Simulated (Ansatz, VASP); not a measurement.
## One calculation of Al, two programs

Contents of INCAR:

```
SYSTEM = Al
PREC     = Accurate       ! precision mode
ENCUT    = 520            ! plane-wave cutoff, eV
EDIFF    = 1E-6           ! SCF threshold, eV
ISMEAR   = 0              ! smearing method
SIGMA    = 0.15           ! smearing width, eV
LREAL    = .FALSE.        ! projectors in reciprocal space
LASPH    = .TRUE.         ! aspherical terms in the spheres
NELM     = 100            ! most SCF steps
ALGO     = Fast           ! electronic algorithm
ISIF     = 2              ! what is computed and relaxed
LWAVE    = .FALSE.        ! write WAVECAR
LCHARG   = .FALSE.        ! write CHGCAR
GGA      = PS             ! functional
IVDW     = 12             ! dispersion correction
NBANDS   = 14             ! bands
```

Contents of KPOINTS:

```
Automatic mesh
0
G
  18 18 6
  0 0 0
```

Contents of POSCAR:

```
Al
1.0
    2.6701000000      0.0000000000      0.0000000000
   -1.3350500000      2.3123744307      0.0000000000
    0.0000000000      0.0000000000     11.1775000000
Al
4
Direct
    0.0000000000      0.0000000000      0.0000000000
    0.3333333333      0.6666666667      0.2500000000
    0.0000000000      0.0000000000      0.5000000000
    0.6666666667      0.3333333333      0.7500000000
```

Input for Ansatz:

```yaml
crystal:
  lattice:
    - [2.6701, 0.0, 0.0]
    - [-1.33505, 2.3123744307, 0.0]
    - [0.0, 0.0, 11.1775]
  atoms:
    - { symbol: Al, position: [0.0, 0.0, 0.0] }
    - { symbol: Al, position: [0.3333333333, 0.6666666667, 0.25] }
    - { symbol: Al, position: [0.0, 0.0, 0.5] }
    - { symbol: Al, position: [0.6666666667, 0.3333333333, 0.75] }
basis:
  ecutwfc: 420
kpoints:
  mp_grid: { grid: [18, 18, 6] }
hamiltonian:
  xc: pbesol
  pseudopotentials: { kind: paw, azcp: { folder: soft_1 } }
  dispersion: d3bj
scf:
  occupations: { method: gaussian, width: 0.15 }
output:
  forces: true
  stress: true
  eigenvalues: true
```

Alike in both runs: task single point; functional PBEsol; dispersion D3(BJ); k mesh 18 × 18 × 6; occupations gaussian, width 0.15 eV; no spin polarisation.

|  | VASP | Ansatz |
| --- | --- | --- |
| version | VASP 6.6.1 | Ansatz 0.2.0 |
| potentials or method | VASP PAW PBE potentials, release 64 (Al), cutoff 520 eV | scalar-relativistic, plane waves, PAW |
| valence electrons in the cell | 12 | 12 |

```tsv
	VASP	Ansatz	Ansatz less VASP
gap on the k mesh at the Fermi level (eV)	none	none	-
pressure (GPa)	-1.3	-1.4	-0.10
traceless stress, the component that is largest in VASP (GPa)	-11.16	-11.06	+0.102
```

VASP's potentials were made for PBE, not for PBEsol, and Ansatz warns of the same on its side. A gap of «none» marks a metal or a gap that the smearing closes.
